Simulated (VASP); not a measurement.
Crystal: Hf.

```
CELL_PARAMETERS angstrom
0.00000 2.22000 2.22000
2.22000 0.00000 2.22000
2.22000 2.22000 0.00000
ATOMIC_POSITIONS crystal
Hf 0.00000 0.00000 0.00000
```

* Program: VASP 6.6.1
* Task: relaxation of cell and atoms
* Functional: LDA
* Potentials or basis: VASP PAW LDA potentials, release 64 (Hf_pv)
* Cutoff: 600 eV
* k mesh: 5 × 5 × 5
* Occupations: fermi-dirac, width 0.1 eV
* Spin: no spin polarisation

At the start: pressure -5.9 GPa; volume 21.88 Å³/atom.

Question: Where does the relaxation end?

Answer: Over 3 steps the energy falls by 22.8 meV/atom and the volume is 20.71 Å³/atom (-5.3 %); space group Fm-3m (No. 225, to 0.05 Å).

The path:
| step | energy change (eV) | largest force (eV/Å) | pressure (GPa) | volume (Å³) |
| --- | --- | --- | --- | --- |
| 1 | 0.0000 | 0.0000 | -5.94 | 21.88 |
| 2 | 0.0094 | 0.0000 | 8.43 | 19.41 |
| 3 | -0.0228 | 0.0000 | -0.08 | 20.71 |

Final structure:
```
CELL_PARAMETERS angstrom
0.00000 2.17980 2.17980
2.17980 0.00000 2.17980
2.17980 2.17980 0.00000
ATOMIC_POSITIONS crystal
Hf 0.00000 0.00000 0.00000
```

Caveat: the k points lie up to 0.50 Å⁻¹ apart in the final cell.
